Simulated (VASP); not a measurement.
Here is a VASP 6.6.1 calculation.

File INCAR:

```
SYSTEM = Se
ALGO = Normal
EDIFF = 1E-7
ENCUT = 520
GGA = PS
ISIF = 2
ISMEAR = -1
LASPH = .True.
LCHARG = .False.
LREAL = .False.
LWAVE = .False.
NBANDS = 20
NELM = 60
PREC = Accurate
SIGMA = 0.1
```

File KPOINTS:

```
k-points
0
Gamma
  11 11 5
  0 0 0
```

POSCAR

```
Se
1.0
    3.5426418920      0.0000000000      0.0000000000
   -1.7713209460      3.0680178750      0.0000000000
    0.0000000000      0.0000000000      6.9476588405
Se
4
Direct
    1.0000000000      0.0000000000      0.0000000000
    1.0000000000      0.0000000000      0.5000000000
    0.3333333333      0.6666666667      0.2500000000
    0.6666666667      0.3333333333      0.7500000000
```

Potentials or basis: VASP PAW PBE potentials, release 64 (Se).

Command:

```bash
$ cat potpaw_PBE.64/Se/POTCAR > POTCAR
$ mpirun -np 1 vasp_std > vasp.out
```

Q: Estimate the pressure.

A: 13.6 GPa.

Q: What does it give for the band gap on the k mesh?

A: Zero (band 12 reaches 7.48 eV, above the bottom of band 13 at 4.89 eV).

Stress tensor (GPa, compression positive):
```
11.61  0.00  0.00
 0.00 11.61  0.00
 0.00  0.00 17.45
```

Caveat: the PAW data sets were made with another functional, which shifts forces and pressure a little.
